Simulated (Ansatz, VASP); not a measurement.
**One calculation of Mo, two programs**

```
Mo
1.0
     2.85889    0.00000    0.00000
    -1.42944    2.47587    0.00000
     0.00000    0.00000    9.17695
Mo
4
Cartesian
  0.0000 1.6506 3.5031
  1.4294 0.8253 8.0915
  1.4294 0.8253 5.6739
  0.0000 1.6506 1.0854
```

Alike in both runs: functional r2SCAN; k mesh 6 × 6 × 4; occupations gaussian, width 0.1 eV; no spin polarisation.

Ansatz relaxed the structure, and its values are those at the end. VASP's run is a single point on that final structure, the one shown.

```csv
,VASP,Ansatz
version,VASP 6.6.1,Ansatz 0.2.0
potentials or method,"VASP PAW PBE potentials, release 64 (Mo_sv), cutoff 520 eV","scalar-relativistic, plane waves, PAW"
valence electrons in the cell,56,56
```

```tsv
	VASP	Ansatz	Ansatz less VASP
gap on the k mesh at the Fermi level (eV)	none	none	-
pressure (GPa)	1.1	0.0	-1.11
rms of the force components (eV/Å)	0.038	0.012	-0.0266
```

VASP's potentials were made for PBE, not for r2SCAN. A gap of «none» marks a metal or a gap that the smearing closes. The functional is the same, so the differences come from potentials, cutoffs and numerics.

The k mesh is coarse, so the values compare programs but aren't converged.
